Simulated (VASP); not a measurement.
Input of a VASP 6.6.1 run:

Contents of INCAR:

```
PREC = Accurate
ENCUT = 520
EDIFF = 1E-6
ISMEAR = -1
SIGMA = 0.05
LREAL = F
LASPH = T
NELM = 60
ALGO = Normal
ISIF = 2
LWAVE = F
LCHARG = F
NBANDS = 38
```

File KPOINTS:

```
Automatic mesh
0
Gamma
  7 7 7
```

Contents of POSCAR:

```
NbRu3C
1.0
    3.9855491923      0.0000000000      0.0000000000
    0.0000000000      3.9855491923      0.0000000000
    0.0000000000      0.0000000000      3.9855491923
Ru Nb C
3 1 1
Direct
    0.5000000000      0.5000000000      0.0000000000
    0.5000000000      0.0000000000      0.5000000000
    0.0000000000      0.5000000000      0.5000000000
    0.0000000000      0.0000000000      0.0000000000
    0.5000000000      0.5000000000      0.5000000000
```

Potentials or basis: VASP PAW LDA potentials, release 64 (Ru_pv, Nb_sv, C).

Run with:

```sh
$ cat potpaw_LDA.64/Ru_pv/POTCAR potpaw_LDA.64/Nb_sv/POTCAR potpaw_LDA.64/C/POTCAR > POTCAR
$ mpirun -np 1 vasp_std > vasp.out
```

Question: Estimate the band gap on the k mesh.

Answer: Zero (an odd number of electrons rules out a gap without spin polarisation).

Question: What does it give for the pressure?

Answer: 0.7 GPa.
